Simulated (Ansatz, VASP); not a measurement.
## CoSi2: VASP beside Ansatz

```
Co Si
1.0
     0.00000    2.67992    2.67992
     2.67992    0.00000    2.67992
     2.67992    2.67992    0.00000
Co Si
1 2
Cartesian
  0.0000 0.0000 0.0000
  1.3400 1.3400 1.3400
  4.0199 4.0199 4.0199
```

Alike in both runs: task single point; functional PBE; k mesh 14 × 14 × 14; occupations gaussian, width 0.1 eV; no spin polarisation.

|  | VASP | Ansatz |
| --- | --- | --- |
| version | VASP 6.6.1 | Ansatz 0.2.0 |
| potentials or method | VASP PAW PBE potentials, release 64 (Co, Si), cutoff 600 eV | scalar-relativistic, plane waves, PAW |
| valence electrons in the cell | 17 | 25 |

|  | VASP | Ansatz | Ansatz less VASP |
| --- | --- | --- | --- |
| gap on the k mesh at the Fermi level (eV) | none | none | - |
| pressure (GPa) | -0.2 | 0.0 | +0.25 |

A gap of «none» marks a metal or a gap that the smearing closes. With one functional, cell and mesh, what is left measures potentials, basis and numerics. VASP's potentials hold 17 valence electrons a cell and Ansatz's 25, so a difference there can come from the potentials and not from the codes.
